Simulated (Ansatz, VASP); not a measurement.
**AlNi: VASP beside Ansatz**

File INCAR:

```
  PREC = Accurate
  ENCUT = 520
  EDIFF = 1E-6
  ISMEAR = -1
  SIGMA = 0.05
  LREAL = False
  LASPH = True
  NELM = 150
  ALGO = Normal
  ISIF = 2
  LWAVE = False
  LCHARG = True
  ISPIN = 2
  MAGMOM = 1 0
  LORBIT = 11
  LMAXMIX = 4
  GGA = PE
  LELF = True
  LVHAR = True
  NBANDS = 18
```

KPOINTS

```
Automatic mesh
0
Gamma
  9 9 9
```

File POSCAR:

```
AlNi
1.0
    2.9000800262      0.0000000000      0.0000000000
    0.0000000000      2.9000800262      0.0000000000
    0.0000000000      0.0000000000      2.9000800262
Ni Al
1 1
Direct
    0.5000000000      0.5000000000      0.5000000000
    0.0000000000      0.0000000000      0.0000000000
```

File input.yaml:

```yaml
crystal:
  lattice:
    - [2.9000800262, 0.0, 0.0]
    - [0.0, 2.9000800262, 0.0]
    - [0.0, 0.0, 2.9000800262]
  atoms:
    - { symbol: Ni, position: [0.5, 0.5, 0.5], spin: 1.0 }
    - { symbol: Al, position: [0.0, 0.0, 0.0] }
hamiltonian:
  xc: pbe
  pseudopotentials: { kind: paw }
magnetization:
  spin_polarized: true
kpoints:
  mp_grid: { grid: [9, 9, 9] }
scf:
  occupations: { method: fermi_dirac, width: 0.05 }
output:
  forces: true
  stress: true
  eigenvalues: true
  write_density: true
  write_potential: true
  elf: true
  volumetric_format: npy
```

Alike in both runs: task single point; functional PBE; k mesh 9 × 9 × 9; occupations fermi-dirac, width 0.05 eV; collinear spin.

|  | VASP | Ansatz |
| --- | --- | --- |
| version | VASP 6.6.1 | Ansatz 0.2.0 |
| potentials or method | VASP PAW PBE potentials, release 64 (Ni, Al) | Ansatz PAW |
| plane-wave cutoff (eV) | 520 | 420 |
| valence electrons in the cell | 13 | 21 |

```tsv
	VASP	Ansatz	Ansatz less VASP
gap on the k mesh at the Fermi level (eV)	none	none	-
pressure (GPa)	-1.2	-1.2	0.00
net moment per atom (μB)	0.00	0.00	0.000
```

A gap of «none» marks a metal or a gap that the smearing closes. With one functional, cell and mesh, what is left measures potentials, basis and numerics. VASP's potentials hold 13 valence electrons a cell and Ansatz's 21, so a difference there can come from the potentials and not from the codes.
